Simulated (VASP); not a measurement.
Here is a VASP 6.6.1 calculation.

File POSCAR:

```
Te
1.0
    4.7071375770      0.0000000000      0.0000000000
   -2.3535687885      4.0765007208      0.0000000000
    0.0000000000      0.0000000000      5.9050641190
Te
3
Direct
    0.2472506206      0.0000000000      0.3333333333
    0.0000000000      0.2472506206      0.6666666667
    0.7527493794      0.7527493794      0.0000000000
```

File INCAR.step1:

```
ALGO = Normal
EDIFF = 1E-4
ENCUT = 520
GGA = PE
ISMEAR = 0
LASPH = T
LCHARG = F
LREAL = F
LWAVE = T
NBANDS = 16
NELM = 80
PREC = Accurate
SIGMA = 0.02
```

Contents of INCAR.step2:

```
ALGO = Normal
EDIFF = 1E-6
ENCUT = 520
ISIF = 2
ISMEAR = 0
ISTART = 1
IVDW = 12
LASPH = T
LCHARG = F
LMIXTAU = T
LREAL = F
LWAVE = F
METAGGA = R2SCAN
NBANDS = 16
NELM = 80
PREC = Accurate
SIGMA = 0.02
VDW_A1 = 0.49484001
VDW_A2 = 5.73083694
VDW_S6 = 1.0
VDW_S8 = 0.78981345
```

Contents of KPOINTS:

```
k-points
0
Gamma
  9 9 6
```

Potentials or basis: VASP PAW PBE potentials, release 64 (Te).

Launch:

```sh
$ cat potpaw_PBE.64/Te/POTCAR > POTCAR
$ cp INCAR.step1 INCAR
$ mpirun -np 1 vasp_std > vasp.out
$ cp INCAR.step2 INCAR
$ mpirun -np 1 vasp_std > vasp.out
```

**Question.** What does it give for the largest force?

**Answer.** 0.031 eV/Å.

**Question.** Predict the pressure.

**Answer.** -1.2 GPa.

Stress tensor (GPa, compression positive):
```
-1.13  0.00  0.00
 0.00 -1.13  0.00
 0.00  0.00 -1.23
```

Caveat: the PAW data sets were made with another functional, which shifts forces and pressure a little.
